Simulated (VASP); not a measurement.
# Co (P6_3/mmc) in VASP: single point with PBE

Aim: the single point of Co with PBE.

Everything below comes from runs of VASP 6.6.1. Logs are shortened: lines on timing, memory, paths and dates and some standing lists are left out, and cuts for length are marked.

## (1) The cell of the first run

Symmetry: P6_3/mmc, No. 194, hexagonal system. Conventional cell: a = 2.493 Å, b = 2.493 Å, c = 4.031 Å, α = 90.00°, β = 90.00°, γ = 120.00°. Within 3.3 Å of Co (site symmetry -6m2) lie 12 Co at 2.48 to 2.49 Å.

## (2) Single point, PBE, collinear spin, ferromagnetic start

POSCAR reads:

```
Co
1.0
    2.4933817706      0.0000000000      0.0000000000
   -1.2466908853      2.1593319547      0.0000000000
    0.0000000000      0.0000000000      4.0310557688
Co
2
Direct
    0.3333333333      0.6666666667      0.7500000000
    0.6666666667      0.3333333333      0.2500000000
```

INCAR.step1 reads:

```
SYSTEM = Co
  PREC = Accurate
  ENCUT = 520
  EDIFF = 1E-7
  ISMEAR = 0
  SIGMA = 0.05
  LREAL = .FALSE.
  LASPH = .TRUE.
  NELM = 150
  ALGO = Fast
  ISIF = 2
  LWAVE = .FALSE.
  LCHARG = .TRUE.
  ISPIN = 2
  MAGMOM = 1.85 1.85
  LMAXMIX = 4
  GGA = PE
  NBANDS = 20
```

KPOINTS.step1 reads:

```
Automatic mesh
0
G
  20 20 10
  0 0 0
```

INCAR.step2 reads:

```
SYSTEM = Co
  PREC = Accurate
  ENCUT = 520
  EDIFF = 1E-7
  ISMEAR = -5
  SIGMA = 0.05
  LREAL = .FALSE.
  LASPH = .TRUE.
  NELM = 150
  ALGO = Fast
  ISIF = 2
  LWAVE = .FALSE.
  LCHARG = .FALSE.
  ISPIN = 2
  MAGMOM = 1.85 1.85
  LORBIT = 10
  LMAXMIX = 4
  GGA = PE
  NEDOS = 2001
  ICHARG = 11
```

KPOINTS.step2 reads:

```
Automatic mesh
0
G
  30 30 15
  0 0 0
```

Potentials or basis: VASP PAW PBE potentials, release 64 (Co).

Run with:

```
$ cat potpaw_PBE.64/Co/POTCAR > POTCAR
$ cp INCAR.step1 INCAR
$ cp KPOINTS.step1 KPOINTS
$ mpirun -np 1 vasp_std > vasp.out
$ cp INCAR.step2 INCAR
$ cp KPOINTS.step2 KPOINTS
$ mpirun -np 1 vasp_std > vasp.out
```

OUTCAR:

```text
SYSTEM = Co
   PREC = Accurate
   ENCUT = 520
   EDIFF = 1E-7
   ISMEAR = -5
   LREAL = .FALSE.
   LASPH = .TRUE.
   NELM = 150
   ISIF = 2
   ISPIN = 2
   LORBIT = 10
   GGA = PE
   ICHARG = 11

 ion  position               nearest neighbor table
   1  0.333  0.667  0.750-   2 2.48   2 2.48   2 2.48   2 2.48   2 2.48   2 2.48
   2  0.667  0.333  0.250-   1 2.48   1 2.48   1 2.48   1 2.48   1 2.48   1 2.48

  LATTYP: Found a hexagonal cell.
 ALAT       =     2.4933817706
 C/A-ratio  =     1.6167021899

  Lattice vectors:

 A1 = (   2.4933817706,   0.0000000000,   0.0000000000)
 A2 = (  -1.2466908853,   2.1593319547,   0.0000000000)
 A3 = (   0.0000000000,   0.0000000000,   4.0310557688)

Analysis of symmetry for initial positions (statically):
=====================================================================
 Subroutine PRICEL returns:
 Original cell was already a primitive cell.

 Routine SETGRP: Setting up the symmetry group for a
 hexagonal supercell.

 Subroutine GETGRP returns: Found 24 space group operations
 (whereof 12 operations were pure point group operations)
 out of a pool of 24 trial point group operations.

The static configuration has the point symmetry D_3d.
 The point group associated with its full space group is D_6h.

Analysis of symmetry for dynamics (positions and initial velocities):
=====================================================================
 Subroutine PRICEL returns:
 Original cell was already a primitive cell.

 Routine SETGRP: Setting up the symmetry group for a
 hexagonal supercell.

 Subroutine GETGRP returns: Found 24 space group operations
 (whereof 12 operations were pure point group operations)
 out of a pool of 24 trial point group operations.

The dynamic configuration has the point symmetry D_3d.
 The point group associated with its full space group is D_6h.

Analysis of structural, dynamic, and magnetic symmetry:
=====================================================================
 Subroutine PRICEL returns:
 Original cell was already a primitive cell.

 Routine SETGRP: Setting up the symmetry group for a
 hexagonal supercell.

 Subroutine GETGRP returns: Found 24 space group operations
 (whereof 12 operations were pure point group operations)
 out of a pool of 24 trial point group operations.

The overall configuration has the point symmetry D_3d.
 The point group associated with its full space group is D_6h.

 Subroutine INISYM returns: Found 24 space group operations
 (whereof 12 operations are pure point group operations),
 and found     1 'primitive' translations

----------------------------------------------------------------------------------------

                                     Primitive cell

  volume of cell :      21.7034

  direct lattice vectors                    reciprocal lattice vectors
     2.493381771  0.000000000  0.000000000     0.401061727  0.231553096  0.000000000
    -1.246690885  2.159331955  0.000000000     0.000000000  0.463106193  0.000000000
     0.000000000  0.000000000  4.031055769     0.000000000  0.000000000  0.248073968

  length of vectors
     2.493381771  2.493381771  4.031055769     0.463106193  0.463106193  0.248073968

  position of ions in fractional coordinates (direct lattice)
     0.333333333  0.666666667  0.750000000
     0.666666667  0.333333333  0.250000000

  ion indices of the primitive-cell ions
   primitive index   ion index
                 1           1
                 2           2

----------------------------------------------------------------------------------------

 KPOINTS: Automatic mesh

Automatic generation of k-mesh.
 Grid dimensions read from file:
 generate k-points for:   30   30   15

 Generating k-lattice:

  Cartesian coordinates                     Fractional coordinates (reciprocal lattice)
     0.013368724  0.007718437  0.000000000     0.033333333  0.000000000  0.000000000
     0.000000000  0.015436873  0.000000000     0.000000000  0.033333333  0.000000000
     0.000000000  0.000000000  0.016538265     0.000000000  0.000000000  0.066666667

  Length of vectors
     0.015436873  0.015436873  0.016538265

  Shift w.r.t. Gamma in fractional coordinates (k-lattice)
     0.000000000  0.000000000  0.000000000

 TETIRR: Found  13224 inequivalent tetrahedra from    81000

 Subroutine IBZKPT returns following result:
[... 44 lines left out ...]
   LNONCOLLINEAR =      F non collinear calculations
   LSORBIT =      F    spin-orbit coupling
   LASPH  =      T    aspherical Exc in radial PAW
   ENCUT  =  520.0 eV  38.22 Ry    6.18 a.u.   4.64  4.64  7.50*2*pi/ulx,y,z
   NELM   =    150;   NELMIN=  2; NELMDL=  0     # of ELM steps
   EDIFF  = 0.1E-06   stopping-criterion for ELM
   LREAL  =      F    real-space projection
   EDIFFG = 0.1E-05   stopping-criterion for IOM
   NSW    =      0    number of steps for IOM
   IBRION =     -1    ionic relax: 0-MD 1-quasi-New 2-CG
   NFREE  =      0    steps in history (QN), initial steepest desc. (CG)
   ISIF   =      2    stress and relaxation
   ISYM   =      2    0-nonsym 1-usesym 2-fastsym
   POTIM  = 0.5000    time-step for ionic-motion
   TEBEG  =    0.0;   TEEND  =   0.0 temperature during run
   PSTRESS=    0.0 pullay stress
   NELECT =      18.0000    total number of electrons
   NUPDOWN=      -1.0000    fix difference up-down
   EMIN   =  10.00;   EMAX   =-10.00  energy-range for DOS
   EFERMI =   0.00;   METHOD = LEGACY
   ISMEAR =    -5;   SIGMA  =   0.05  broadening in eV -4-tet -1-fermi 0-gaus
   EFERMI_NEDOS =   21; number of points for ismear=-14 and -15
   IALGO  =     68    algorithm
   IMIX   =      4    mixing-type and parameters
     AMIX     =   0.40;   BMIX     =  1.00
     AMIX_MAG =   1.60;   BMIX_MAG =  1.00
  volume/ion in A,a.u.               =      10.85        73.23
  Fermi-wavevector in a.u.,A,eV,Ry     =   1.538119  2.906624 32.188809  2.365811
  Thomas-Fermi vector in A             =   2.644532
   LORBIT       =     10    0 simple, 1 ext, 2 COOP (PROOUT), +10 PAW based schemes
   GGA     = PE    functional components
   LHFCALC =     F    Hartree Fock is set to
   AEXX    =    0.0000 exact exchange contribution
   IVDW    =     0    specifies the selected vdW correction
   LEPSILON=     F    determine dielectric tensor
   LRPA    =     F    only Hartree local field effects (RPA)
 spin polarized calculation
 RMM-DIIS sequential band-by-band and
 Fermi weights with tetrahedron method with Bloechl corrections
  energy-cutoff  :      520.00
  volume of cell :       21.70
 maximum number of plane-waves:       597
 NGX is ok and might be reduce to    20

 number of electron      17.9999997 magnetization       3.1944524

 Free energy of the ion-electron system (eV)
  ---------------------------------------------------
  ext. energy  EPLUGINS =         0.00000000
  ---------------------------------------------------
  free energy    TOTEN  =       -14.07071012 eV

  energy without entropy =      -14.07071012  energy(sigma->0) =      -14.07071012

 E-fermi :  10.2514     XC(G=0): -13.4024

 val. band max:       10.2838368246   @ k =   0.4667   0.0667   0.2667
 cond. band min:      10.2352815235   @ k =   0.3667   0.0667   0.2667
 fundamental gap:     -0.0485553011
 Fermi energy:        10.2514030475

 spin component 1

 k-point     1 :       0.0000    0.0000    0.0000
  band No.  band energies     occupation
      1       1.3500      1.00000
      2       5.1307      1.00000
      3       7.6491      1.00000
      4       7.6715      1.00000
      5       7.6715      1.00000
      6       7.9832      1.00000
      7       7.9832      1.00000
      8       8.3222      1.00000
      9       8.3222      1.00000
     10       9.4220      1.00000
     11       9.4220      1.00000
     12      10.1862      0.52443
     13      16.6136      0.00000
     14      32.2269      0.00000
[... 403 lines left out ...]
      4       6.9953      1.00000
      5       7.6992      1.00000
      6       7.7592      1.00000
      7       8.0314      1.00000
      8       8.7414      1.00000
      9       8.7916      1.00000
     10       9.0201      1.00000
     11       9.5905      1.00000
     12      15.4422      0.00000
     13      17.2383      0.00000
     14      21.5193      0.00000
     15      27.0417      0.00000

 [... further k-points ...]

 spin component 2

 k-point     1 :       0.0000    0.0000    0.0000
  band No.  band energies     occupation
      1       1.3380      1.00000
      2       6.0648      1.00000
      3       9.2691      1.00000
      4       9.2969      1.00000
      5       9.2969      1.00000
      6       9.6623      1.00000
      7       9.6623      1.00000
      8      10.0811      1.00000
      9      10.0811      1.00000
     10      10.1135      1.00000
     11      11.2980      0.00000
     12      11.2980      0.00000
     13      17.6150      0.00000
     14      31.9371      0.00000
[... 403 lines left out ...]
      4       8.2760      1.00000
      5       9.2322      1.00000
      6       9.4097      1.00000
      7       9.5991      1.00000
      8      10.4443     -0.03807
      9      10.5444      0.00000
     10      10.7800      0.00000
     11      11.4950      0.00000
     12      16.1494      0.00000
     13      17.9490      0.00000
     14      22.0312      0.00000
     15      27.2994      0.00000

 [... further k-points ...]

------------------------ aborting loop because EDIFF is reached ----------------------------------------

  FORCE on cell =-STRESS in cart. coord.  units (eV):
  Direction    XX          YY          ZZ          XY          YZ          ZX
  --------------------------------------------------------------------------------------
  -------------------------------------------------------------------------------------
  Total       -0.1819502     -0.1819502     -0.2335555      0.0000000     -0.0000000      0.0000000
  in kB      -13.4318624    -13.4318624    -17.2414449      0.0000000     -0.0000000      0.0000000
  external PRESSURE =     -14.7017232 kB  Pullay stress =       0.0000000 kB

 VOLUME and BASIS-vectors are now :
 -----------------------------------------------------------------------------
  energy-cutoff  :      520.00
  volume of cell :       21.70
      direct lattice vectors                 reciprocal lattice vectors
     2.493381771  0.000000000  0.000000000     0.401061727  0.231553096  0.000000000
    -1.246690885  2.159331955  0.000000000     0.000000000  0.463106193  0.000000000
     0.000000000  0.000000000  4.031055769     0.000000000  0.000000000  0.248073968

 POSITION                                       TOTAL-FORCE (eV/Angst)
 -----------------------------------------------------------------------------------
     -0.00000      1.43955      3.02329        -0.000000      0.000000      0.000000
      1.24669      0.71978      1.00776         0.000000     -0.000000      0.000000
 -----------------------------------------------------------------------------------
    total drift:                               -0.000000      0.000000     -0.000000

  FREE ENERGIE OF THE ION-ELECTRON SYSTEM (eV)
  ---------------------------------------------------
  free  energy   TOTEN  =       -14.0707101179 eV

  energy  without entropy=      -14.0707101179  energy(sigma->0) =      -14.07071012

 total charge

# of ion       s       p       d       tot
------------------------------------------
    1        0.488   0.521   7.263   8.273
    2        0.488   0.521   7.263   8.273
--------------------------------------------------
tot          0.976   1.042  14.527  16.545

 magnetization (x)

# of ion       s       p       d       tot
------------------------------------------
    1       -0.015  -0.056   1.690   1.619
    2       -0.015  -0.056   1.690   1.619
--------------------------------------------------
tot         -0.031  -0.111   3.379   3.237
```

It took 5.4 min on 1 thread of Intel Xeon Platinum 8488C (Sapphire Rapids), shared host; peak memory 0.48 GiB.

Results:

```yaml
Net_moment: 3.19 μB per cell
Site_moments: Co +1.62 μB
Valence_electrons_inside_the_program's_atomic_spheres: Co 8.27
```

Caveat: tetrahedron occupations give inexact forces and stress in metals.
